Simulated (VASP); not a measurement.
# Hg (P6_3/mmc) in VASP: further runs, part 2 of 2

VASP 6.6.1.

## 4. Single point, PBEsol (volume scaled by 0.68)

Contents of INCAR:

```
ALGO = Normal ; EDIFF = 1E-6
ENCUT = 520 ; GGA = PS
ISIF = 2 ; ISMEAR = -1
LASPH = True ; LCHARG = False
LREAL = False ; LWAVE = False
NBANDS = 19 ; NELM = 100
PREC = Accurate ; SIGMA = 0.08
```

Contents of KPOINTS:

```
k-points
0
Gamma
  15 15 8
```

Contents of POSCAR:

```
Hg
1.0
    2.8049720070      0.0000000000      0.0000000000
   -1.4024860035      2.4291770150      0.0000000000
    0.0000000000      0.0000000000      4.7283612548
Hg
2
Direct
    0.3333333333      0.6666666667      0.2500000000
    0.6666666667      0.3333333333      0.7500000000
```

Potentials or basis: VASP PAW PBE potentials, release 64 (Hg).

Run with:

```console
> cat potpaw_PBE.64/Hg/POTCAR > POTCAR
> mpirun -np 1 vasp_std > vasp.out
```

OUTCAR:

```text
EDIFF = 1E-6
   ENCUT = 520
   GGA = PS
   ISIF = 2
   ISMEAR = -1
   LASPH = True
   LREAL = False
   NELM = 100
   PREC = Accurate

 ion  position               nearest neighbor table
   1  0.333  0.667  0.250-   2 2.87   2 2.87   2 2.87   2 2.87   2 2.87   2 2.87
   2  0.667  0.333  0.750-   1 2.87   1 2.87   1 2.87   1 2.87   1 2.87   1 2.87

  LATTYP: Found a hexagonal cell.
 ALAT       =     2.8049720070
 C/A-ratio  =     1.6857071097

  Lattice vectors:

 A1 = (   2.8049720070,   0.0000000000,   0.0000000000)
 A2 = (  -1.4024860035,   2.4291770150,   0.0000000000)
 A3 = (   0.0000000000,   0.0000000000,   4.7283612548)

Analysis of symmetry for initial positions (statically):
=====================================================================
 Subroutine PRICEL returns:
 Original cell was already a primitive cell.

 Routine SETGRP: Setting up the symmetry group for a
 hexagonal supercell.

 Subroutine GETGRP returns: Found 24 space group operations
 (whereof 12 operations were pure point group operations)
 out of a pool of 24 trial point group operations.

[... 155 lines left out ...]

 Free energy of the ion-electron system (eV)
  ---------------------------------------------------
  ext. energy  EPLUGINS =         0.00000000
  ---------------------------------------------------
  free energy    TOTEN  =         0.50127929 eV

  energy without entropy =        0.51470176  energy(sigma->0) =        0.50799052

 E-fermi :   7.1845     XC(G=0): -13.2473

 val. band max:        7.1839301253   @ k =   0.3333   0.0667   0.0000
 cond. band min:       7.2130153814   @ k =   0.1333   0.0000   0.1250
 fundamental gap:      0.0290852560
 Fermi energy:         7.1845421268

 k-point     1 :       0.0000    0.0000    0.0000
  band No.  band energies     occupation
      1      -6.5100      2.00000
      2      -4.5835      2.00000
      3      -2.4639      2.00000
      4      -2.1824      2.00000
      5      -2.1824      2.00000
      6      -1.9089      2.00000
[... 505 lines left out ...]
      6      -1.8612      2.00000
[... 11 lines left out ...]
     18      17.7927      0.00000
     19      18.4942      0.00000

 [... further k-points ...]
[... 5 lines left out ...]
  --------------------------------------------------------------------------------------
  -------------------------------------------------------------------------------------
  Total       11.0670398     11.0670398     10.9720680      0.0000000      0.0000000      0.0000000
  in kB      550.3560064    550.3560065    545.6331238      0.0000000      0.0000000      0.0000000
  external PRESSURE =     548.7817122 kB  Pullay stress =       0.0000000 kB

 VOLUME and BASIS-vectors are now :
 -----------------------------------------------------------------------------
  energy-cutoff  :      520.00
  volume of cell :       32.22
      direct lattice vectors                 reciprocal lattice vectors
     2.804972007  0.000000000  0.000000000     0.356509797  0.205831027  0.000000000
    -1.402486003  2.429177015  0.000000000     0.000000000  0.411662054  0.000000000
     0.000000000  0.000000000  4.728361255     0.000000000  0.000000000  0.211489763

 POSITION                                       TOTAL-FORCE (eV/Angst)
 -----------------------------------------------------------------------------------
     -0.00000      1.61945      1.18209         0.000000     -0.000000      0.000000
      1.40249      0.80973      3.54627        -0.000000      0.000000      0.000000
 -----------------------------------------------------------------------------------
    total drift:                               -0.000000      0.000000     -0.000000

  FREE ENERGIE OF THE ION-ELECTRON SYSTEM (eV)
  ---------------------------------------------------
  free  energy   TOTEN  =         0.5012792893 eV

  energy  without entropy=        0.5147017600  energy(sigma->0) =        0.50799052
```

OSZICAR:

```text
N       E                     dE             d eps       ncg     rms          rms(c)
DAV:   1     0.197869577913E+03    0.19787E+03   -0.13314E+04  5130   0.132E+03
DAV:   2     0.422069775616E+01   -0.19365E+03   -0.18678E+03  5358   0.350E+02
DAV:   3     0.312375691210E+00   -0.39083E+01   -0.38946E+01  5835   0.551E+01
DAV:   4     0.306142645840E+00   -0.62330E-02   -0.62323E-02  5673   0.210E+00
DAV:   5     0.306135554387E+00   -0.70915E-05   -0.70911E-05  5663   0.709E-02    0.185E+01
DAV:   6     0.463775265699E+00    0.15764E+00   -0.21011E-01  5576   0.557E+00    0.116E+01
DAV:   7     0.496565762683E+00    0.32790E-01   -0.91659E-02  5596   0.336E+00    0.926E-01
DAV:   8     0.501303420574E+00    0.47377E-02   -0.21348E-02  5459   0.184E+00    0.163E-01
DAV:   9     0.501286392065E+00   -0.17029E-04   -0.81141E-05  5813   0.830E-02    0.214E-02
DAV:  10     0.501279984896E+00   -0.64072E-05   -0.17512E-06  4478   0.134E-02    0.768E-03
DAV:  11     0.501279289255E+00   -0.69564E-06   -0.97537E-07  2982   0.116E-02
   1 F= 0.50127929E+00 E0= 0.50799052E+00  d E =-.134225E-01
```

Wall time 58 s (1 thread of Intel Xeon Platinum 8259CL at 2.50GHz (Skylake/Cascade Lake), shared host); peak memory 0.2 GiB.

What came out:

| Item | Value |
| --- | --- |
| Free energy | 0.5013 eV |
| Pressure | 54.9 GPa |
| Band gap on the k mesh | zero (band 12 reaches 7.72 eV, above the bottom of band 13 at 5.57 eV) |

Levels at points of the mesh, in eV from the Fermi level:
| k point | band 8 | band 9 | band 10 | band 11 | band 12 | band 13 | band 14 | band 15 | band 16 | band 17 |
| --- | --- | --- | --- | --- | --- | --- | --- | --- | --- | --- |
| (0.00, 0.00, 0.00) | -8.42 | -8.42 | -7.17 | -7.17 | -4.63 | -1.61 | 13.08 | 14.18 | 15.44 | 16.17 |
| (0.00, 0.00, 0.50) | -9.38 | -7.60 | -7.60 | -7.60 | -7.60 | 7.24 | 7.24 | 13.45 | 13.45 | 16.80 |

Caveat: the PAW data sets were made with another functional, which shifts forces and pressure a little; spin-orbit coupling is left out, which moves the levels of the heavy elements.

## 5. Single point, PBEsol (volume scaled by 0.68)

Contents of INCAR:

```
SYSTEM = Hg
ALGO = Normal
EDIFF = 1E-7
ENCUT = 520
GGA = PS
ISIF = 2
ISMEAR = -1
LASPH = .TRUE.
LCHARG = .FALSE.
LREAL = .FALSE.
LWAVE = .FALSE.
NBANDS = 19
NELM = 100
PREC = Accurate
SIGMA = 0.08
```

Contents of KPOINTS:

```
k-points
0
G
  15 15 8
  0 0 0
```

POSCAR is that of step 4.

Run with:

```console
> cat potpaw_PBE.64/Hg/POTCAR > POTCAR
> mpirun -np 1 vasp_std > vasp.out
```

Run time: 65 s. Hardware: 1 thread of Intel Xeon Platinum 8259CL at 2.50GHz (Skylake/Cascade Lake), shared host; peak memory 0.2 GiB.

It converged, with:

```yaml
Free_energy: 0.5013 eV
Pressure: 54.9 GPa
Band_gap_on_the_k_mesh: zero (band 12 reaches 7.72 eV, above the bottom of band 13 at 5.57 eV)
```

Stress tensor (GPa, compression positive):
```
55.05  0.00  0.00
 0.00 55.05  0.00
 0.00  0.00 54.58
```

Levels at points of the mesh, in eV from the Fermi level:
| k point | band 9 | band 10 | band 11 | band 12 | band 13 | band 14 | band 15 | band 16 |
| --- | --- | --- | --- | --- | --- | --- | --- | --- |
| (0.00, 0.00, 0.00) | -8.42 | -7.17 | -7.17 | -4.63 | -1.61 | 13.08 | 14.18 | 15.44 |
| (0.00, 0.00, 0.50) | -7.60 | -7.60 | -7.60 | -7.60 | 7.24 | 7.24 | 13.45 | 13.45 |

Caveat: the PAW data sets were made with another functional, which shifts forces and pressure a little; spin-orbit coupling is left out, which moves the levels of the heavy elements.

## 6. Single point, PBEsol (volume scaled by 0.78)

Contents of INCAR:

```
PREC = Accurate
ENCUT = 520
EDIFF = 1E-6
ISMEAR = -1
SIGMA = 0.08
LREAL = F
LASPH = T
NELM = 100
ALGO = Normal
ISIF = 2
LWAVE = F
LCHARG = T
GGA = PS
LELF = T
LVHAR = T
NBANDS = 19
```

Contents of KPOINTS:

```
Automatic mesh
0
Gamma
  15 15 8
```

Contents of POSCAR:

```
Hg
1.0
    2.9490296502      0.0000000000      0.0000000000
   -1.4745148251      2.5539345936      0.0000000000
    0.0000000000      0.0000000000      4.9067634851
Hg
2
Direct
    0.3333333333      0.6666666667      0.2500000000
    0.6666666667      0.3333333333      0.7500000000
```

Potentials or basis: VASP PAW PBE potentials, release 64 (Hg).

Run with:

```console
> cat potpaw_PBE.64/Hg/POTCAR > POTCAR
> mpirun -np 1 vasp_std > vasp.out
```

Wall time 73 s (1 thread of Intel Xeon Platinum 8259CL at 2.50GHz (Skylake/Cascade Lake), shared host); peak memory 0.21 GiB.

Results (log left out):

```yaml
Free_energy: -0.5746 eV
Pressure: 21.9 GPa
Band_gap_on_the_k_mesh: zero (band 12 reaches 5.64 eV, above the bottom of band 13 at 3.65 eV)
```

Levels at points of the mesh, in eV from the Fermi level:
| k point | band 8 | band 9 | band 10 | band 11 | band 12 | band 13 | band 14 | band 15 | band 16 | band 17 |
| --- | --- | --- | --- | --- | --- | --- | --- | --- | --- | --- |
| (0.00, 0.00, 0.00) | -7.58 | -7.58 | -6.56 | -6.56 | -3.35 | -1.55 | 13.25 | 14.48 | 14.83 | 14.83 |
| (0.00, 0.00, 0.50) | -8.14 | -6.91 | -6.91 | -6.91 | -6.91 | 7.10 | 7.10 | 13.55 | 13.55 | 15.73 |

Caveat: the PAW data sets were made with another functional, which shifts forces and pressure a little; spin-orbit coupling is left out, which moves the levels of the heavy elements.

## 7. The runs side by side

| cell | gap on the mesh (eV) | pressure (GPa) |
| --- | --- | --- |
| a = 2.681, b = 2.681, c = 4.414 Å, angles 90.0, 90.0, 120.0°, 2 atoms | none | 130.5 |
| a = 2.805, b = 2.805, c = 4.728 Å, angles 90.0, 90.0, 120.0°, 2 atoms | none | 54.9 |
| a = 2.949, b = 2.949, c = 4.907 Å, angles 90.0, 90.0, 120.0°, 2 atoms | none | 21.9 |

Alike in all rows: task single point; level PBEsol; potentials or basis VASP PAW PBE potentials, release 64 (Hg); no spin polarisation; k mesh 15 × 15 × 8; cutoff (eV) 520; smearing fermi-dirac 0.08 eV.

Caveats: the PAW data sets were made with another functional, which shifts forces and pressure a little; spin-orbit coupling is left out, which moves the levels of the heavy elements.

Total energies depend on the potentials used, so only differences within one code and one set of settings carry meaning.
